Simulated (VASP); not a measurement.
# Be2Sb: relaxation of cell and atoms with PBEsol

Be2Sb:

```
Be Sb
1.0
     3.70721    0.00000    0.00000
     0.00000    3.70721    0.00000
     0.00000    0.00000    5.65646
Be Sb
4 2
Direct
  0.00000 0.00000 0.00000
  0.50000 0.50000 0.00000
  0.00000 0.50000 0.27000
  0.50000 0.00000 0.73000
  0.00000 0.50000 0.70000
  0.50000 0.00000 0.30000
```

* Program: VASP 6.6.1
* Task: relaxation of cell and atoms
* Functional: PBEsol
* Potentials or basis: VASP PAW PBE potentials, release 64 (Be, Sb)
* Cutoff: 600 eV
* k mesh: 8 × 8 × 5
* Occupations: fermi-dirac, width 0.0317 eV
* Spin: no spin polarisation
* Dipole correction: no
* Further INCAR settings: ALGO = Normal; EDIFF = 1e-06; IBRION = 2; EDIFFG = -0.03; NSW = 60; ISIF = 3

```json
{"Relaxed volume": "14.25 Å³/atom", "Relaxed cell": "a = 3.641 Å, b = 3.641 Å, c = 6.448 Å, α = 90.00°, β = 90.00°, γ = 90.00°", "Space group after relaxing (to 0.1 Å)": "P4/nmm (No. 129)", "Energy gained by relaxing": "129.0 meV/atom", "Ionic steps": "12", "Pressure after relaxing": "0.1 GPa", "Largest force after relaxing": "0.027 eV/Å", "Band gap on the k mesh": "zero (bands 9 and 10 overlap by 4.04 eV)"}
```

Forces on the atoms (eV/Å):
```
Be   0.000  0.000  0.000
Be   0.000  0.000  0.000
Be   0.000  0.000 -0.008
Be   0.000  0.000  0.008
Sb   0.000  0.000  0.027
Sb   0.000  0.000 -0.027
```

Stress tensor (GPa, compression positive):
```
-0.02  0.00  0.00
 0.00 -0.02  0.00
 0.00  0.00  0.23
```

The path:
```
step  energy change (eV)  largest force (eV/Å)  pressure (GPa)  volume (Å³)
   1              0.0000                0.8102           13.25        77.74
   2             -0.4631                0.4964           -3.22        90.39
   3             -0.4746                0.5275           -1.37        88.40
   4             -0.5579                0.4694           -1.17        87.75
   5             -0.7159                0.3606           -0.10        85.67
   6             -0.5148                0.7110            6.13        80.87
   7             -0.7543                0.2526            0.96        84.58
   8             -0.7667                0.1314           -0.80        86.24
   9             -0.7667                0.1354           -0.75        86.18
  10             -0.7732                0.0392           -0.02        85.54
  11             -0.7732                0.0369            0.00        85.51
  12             -0.7737                0.0266            0.06        85.49
```

Final structure:
```yaml
crystal:
  lattice:
    - [3.64116, 0.00000, 0.00000]
    - [0.00000, 3.64116, 0.00000]
    - [0.00000, 0.00000, 6.44808]
  atoms:
    - { symbol: Be, position: [0.00000, 0.00000, 0.00000] }
    - { symbol: Be, position: [0.50000, 0.50000, 0.00000] }
    - { symbol: Be, position: [0.00000, 0.50000, 0.22851] }
    - { symbol: Be, position: [0.50000, 0.00000, 0.77149] }
    - { symbol: Sb, position: [0.00000, 0.50000, 0.67618] }
    - { symbol: Sb, position: [0.50000, 0.00000, 0.32382] }
```

Levels at points of the mesh, in eV from the Fermi level:
```csv
k point,band 6,band 7,band 8,band 9,band 10,band 11,band 12,band 13
"(0.00, 0.00, 0.00)",-1.47,-0.33,-0.33,1.13,1.28,1.60,1.74,1.77
"(0.50, 0.00, 0.00)",-5.46,-0.21,-0.21,1.45,1.45,2.33,2.33,3.56
"(0.50, 0.50, 0.00)",-4.70,-4.29,-4.29,-2.59,-2.59,-0.75,-0.75,4.81
```

Run time: 9.1 min on 1 thread of AMD EPYC 7R13, on a shared host, peak memory 0.21 GiB.

Caveat: the PAW data sets were made with another functional, which shifts forces and pressure a little; spin-orbit coupling is left out, which moves the levels of the heavy elements.
